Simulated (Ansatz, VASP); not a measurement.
## Two plane-wave programs on Li2Ca2Pb

INCAR

```
SYSTEM = Li2Ca2Pb
PREC = Accurate
ENCUT = 600
EDIFF = 1E-6
ISMEAR = 0
SIGMA = 0.1
LREAL = .FALSE.
LASPH = .TRUE.
NELM = 100
ALGO = Normal
ISIF = 3
LWAVE = .FALSE.
LCHARG = .FALSE.
GGA = PE
IBRION = 2
NSW = 100
EDIFFG = -0.01
```

KPOINTS

```
Automatic mesh
0
G
  10 10 4
  0 0 0
```

Contents of POSCAR:

```
Li2Ca2Pb
1.0
    3.9903612810      0.0000000000      0.0000000000
    0.0000000000      3.9903612810      0.0000000000
    0.0000000000      0.0000000000      9.4105651012
Li Ca Pb
2 2 1
Direct
    0.0000000000      0.5000000000      0.5000000000
    0.5000000000      0.0000000000      0.5000000000
    0.5000000000      0.5000000000      0.1926356356
    0.5000000000      0.5000000000      0.8073643644
    0.0000000000      0.0000000000      0.0000000000
```

Input for Ansatz:

```yaml
crystal:
  lattice:
    - [3.990361281, 0.0, 0.0]
    - [0.0, 3.990361281, 0.0]
    - [0.0, 0.0, 9.4105651012]
  atoms:
    - { symbol: Li, position: [0.0, 0.5, 0.5] }
    - { symbol: Li, position: [0.5, 0.0, 0.5] }
    - { symbol: Ca, position: [0.5, 0.5, 0.1926356356] }
    - { symbol: Ca, position: [0.5, 0.5, 0.8073643644] }
    - { symbol: Pb, position: [0.0, 0.0, 0.0] }
basis:
  ecutwfc: 420
kpoints:
  mp_grid: { grid: [10, 10, 4] }
hamiltonian:
  xc: pbe
scf:
  occupations: { method: gaussian, width: 0.1 }
output:
  forces: true
  stress: true
  eigenvalues: true
relax:
  adjacent_minimum: "off"
  f_tol: 0.01
  max_steps: 80
  cell: { stress_tol: 0.05 }
```

Change from the starting cell: species swapped into the CeMg2Si2 type (P4/mmm, No. 123).

Alike in both runs: task relaxation of cell and atoms; functional PBE; k mesh 10 × 10 × 4; occupations gaussian, width 0.1 eV; no spin polarisation.

```csv
,VASP,Ansatz
version,VASP 6.6.1,Ansatz 0.2.0
potentials or method,"VASP PAW PBE potentials, release 64 (Li_sv, Ca_sv, Pb_d), cutoff 600 eV","scalar-relativistic, plane waves, PAW"
valence electrons in the cell,40,40
```

```tsv
	VASP	Ansatz	Ansatz less VASP
gap on the k mesh at the Fermi level, each at its own relaxed structure (eV)	none	none	-
relaxed volume (Å³/atom)	29.55	29.52	-0.028
relaxed length of the cell vector where the two differ most in proportion (Å)	3.867	3.865	-0.0022
```

A gap of «none» marks a metal or a gap that the smearing closes.

Neither program's run includes spin-orbit coupling. Noted on VASP's run: the cutoff is under 1.25 times that of the potentials, so the pressure is a little rough.
